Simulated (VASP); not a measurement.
Input of a VASP 6.6.1 run:

INCAR

```
PREC = Accurate ; ENCUT = 520
EDIFF = 1E-7 ; ISMEAR = -1
SIGMA = 0.05 ; LREAL = F
LASPH = T ; NELM = 60
ALGO = Normal ; ISIF = 2
LWAVE = F ; LCHARG = F
GGA = PS ; IVDW = 12
NBANDS = 13
```

KPOINTS

```
Automatic mesh
0
Gamma
  9 9 9
```

POSCAR

```
Pb
1.0
    0.0000000000      2.5235621278      2.5235621278
    2.5235621278      0.0000000000      2.5235621278
    2.5235621278      2.5235621278      0.0000000000
Pb
1
Direct
    0.0000000000      0.0000000000      0.0000000000
```

Potentials or basis: VASP PAW PBE potentials, release 64 (Pb_d).

Run with:

```console
$ cat potpaw_PBE.64/Pb_d/POTCAR > POTCAR
$ mpirun -np 1 vasp_std > vasp.out
```

(1) Estimate the dispersion energy per atom.

(2) Estimate the band gap on the k mesh.

(3) Predict the pressure.

## Answers

(1) -0.415 eV.

(2) zero (band 7 reaches 13.43 eV, above the bottom of band 8 at 5.03 eV).

(3) -5.1 GPa.

Caveat: the PAW data sets were made with another functional, which shifts forces and pressure a little; spin-orbit coupling is left out, which moves the levels of the heavy elements; pairwise dispersion overbinds metals, which lowers pressure and volume.
